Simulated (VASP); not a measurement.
WS2: single point with LDA

WS2:

```xyz
3
Lattice="1.5085 0.8709 6.1476 -1.5085 0.8709 6.1476 0.0000 -1.7418 6.1476" Properties=species:S:1:pos:R:3 pbc="T T T"
W     0.0000    0.0000   18.4304
S     0.0000    0.0000   10.8054
S     0.0000    0.0000   13.7598
```

This cell differs from its parent crystal: volume scaled by 0.85.

```
Program             : VASP 6.6.1
Task                : single point
Functional          : LDA
Potentials or basis : VASP PAW LDA potentials, release 64 (W_sv, S)
Cutoff              : 520 eV
k mesh              : 10 × 10 × 10
Occupations         : fermi-dirac, width 0.03 eV
Spin                : no spin polarisation
```

```json
{
  "Pressure": "28.2 GPa",
  "Largest force": "3.279 eV/Å",
  "Band gap on the k mesh": "1.12 eV, indirect (least direct gap 2.62 eV)"
}
```

Forces on the atoms (eV/Å):
```
W    0.000  0.000 -0.008
S    0.000  0.000 -3.271
S    0.000  0.000  3.279
```

Stress tensor (GPa, compression positive):
```
26.65  0.00  0.00
 0.00 26.65  0.00
 0.00  0.00 31.22
```

Levels at points of the mesh, in eV from the valence-band top:
```csv
k point,band 11,band 12,band 13,band 14,band 15,band 16
"(0.00, 0.00, 0.00)",-2.64,-1.87,-1.55,2.56,2.56,3.13
"(0.50, 0.00, 0.00)",-2.72,-1.90,-1.88,2.71,2.98,3.88
"(0.50, 0.50, 0.00)",-3.29,-2.01,-1.68,2.67,3.16,3.49
"(0.50, 0.50, 0.50)",-2.62,-2.62,0.00,2.62,2.62,3.03
```

Run time: 3.8 min on 1 thread of Intel(R) Xeon(R) Platinum 8488C (Sapphire Rapids), on a shared host, peak memory 0.32 GiB.

Caveat: spin-orbit coupling is left out, which moves the levels of the heavy elements; forces of over 1 eV/Å act on the atoms, so gaps and moduli don't describe the material at rest. A k mesh can miss the band edges.
